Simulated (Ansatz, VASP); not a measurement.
# Two plane-wave programs on Ba

INCAR

```
SYSTEM = Ba
PREC     = Accurate       ! precision mode
ENCUT    = 520            ! plane-wave cutoff, eV
EDIFF    = 1E-7           ! SCF threshold, eV
ISMEAR   = 0              ! smearing method
SIGMA    = 0.15           ! smearing width, eV
LREAL    = .FALSE.        ! projectors in reciprocal space
LASPH    = .TRUE.         ! aspherical terms in the spheres
NELM     = 100            ! most SCF steps
ALGO     = Fast           ! electronic algorithm
ISIF     = 2              ! what is computed and relaxed
LWAVE    = .FALSE.        ! write WAVECAR
LCHARG   = .TRUE.         ! write CHGCAR
LELF     = .TRUE.         ! ELF
LVHAR    = .TRUE.       
NBANDS   = 11             ! bands
```

File KPOINTS:

```
Automatic mesh
0
G
  14 14 8
  0 0 0
```

The input POSCAR:

```
Ba
1.0
    1.8572500000     -3.4675000000      0.0000000000
    1.8572500000      3.4675000000      0.0000000000
    0.0000000000      0.0000000000      5.9850000000
Ba
1
Direct
    0.0000000000      0.0000000000      0.0000000000
```

Input for Ansatz:

```yaml
crystal:
  lattice:
    - [1.85725, -3.4675, 0.0]
    - [1.85725, 3.4675, 0.0]
    - [0.0, 0.0, 5.985]
  atoms:
    - { symbol: Ba, position: [0.0, 0.0, 0.0] }
basis:
  ecutwfc: 420
kpoints:
  mp_grid: { grid: [14, 14, 8] }
hamiltonian:
  xc: lda
scf:
  occupations: { method: gaussian, width: 0.15 }
output:
  forces: true
  stress: true
  eigenvalues: true
```

Change from the starting cell: strain -0.050 along x and y, +0.050 along z, atoms carried along.

Alike in both runs: task single point; functional LDA; k mesh 14 × 14 × 8; occupations gaussian, width 0.15 eV; no spin polarisation.

|  | VASP | Ansatz |
| --- | --- | --- |
| version | VASP 6.6.1 | Ansatz 0.2.0 |
| potentials or method | VASP PAW LDA potentials, release 64 (Ba_sv), cutoff 520 eV | scalar-relativistic, plane waves, PAW |
| valence electrons in the cell | 10 | 10 |

```tsv
	VASP	Ansatz	Ansatz less VASP
gap on the k mesh at the Fermi level (eV)	none	none	-
pressure (GPa)	0.5	0.5	-0.06
traceless stress, the component that is largest in VASP (GPa)	-2.86	-2.78	+0.080
```

LDA's correlation is that of Perdew and Zunger in VASP and of Perdew and Wang (1992) in Ansatz. A gap of «none» marks a metal or a gap that the smearing closes.

Spin-orbit coupling is off throughout.
